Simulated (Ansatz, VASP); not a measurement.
# One calculation of ZnSe, two programs

```
Zn Se
1.0
     0.00000   -2.83380   -2.83380
     0.00000    2.83380   -2.83380
     5.66760    0.00000    0.00000
Zn Se
2 2
Direct
  0.50000 0.50000 0.46030
  0.00000 0.00000 0.03970
  0.00000 0.50000 0.25000
  0.50000 0.00000 0.75000
```

Change from the starting cell: mode 7 (199.6 1/cm) frozen in, largest displacement +0.225 Å.

Alike in both runs: task single point; functional r2SCAN; k mesh 8 × 8 × 6; occupations gaussian, width 0.05 eV; no spin polarisation.

|  | VASP | Ansatz |
| --- | --- | --- |
| version | VASP 6.6.1 | Ansatz 0.2.0 |
| potentials or method | VASP PAW PBE potentials, release 64 (Zn, Se), cutoff 520 eV | scalar-relativistic, plane waves, PAW |
| valence electrons in the cell | 36 | 56 |

```tsv
	VASP	Ansatz	Ansatz less VASP
gap on the k mesh at the Fermi level (eV)	1.46	1.46	+0.005
least direct gap on the mesh (eV)	1.46	1.46	+0.005
pressure (GPa)	1.4	1.2	-0.15
traceless stress, the component that is largest in VASP (GPa)	-1.93	-1.89	+0.041
rms of the force components (eV/Å)	0.869	0.863	-0.0052
```

VASP's potentials were made for PBE, not for r2SCAN. Atom by atom the forces differ by 0.005 eV/Å (rms over components). The functional is the same, so the differences come from potentials, cutoffs and numerics. VASP's potentials hold 36 valence electrons a cell and Ansatz's 56, so a difference there can come from the potentials and not from the codes.
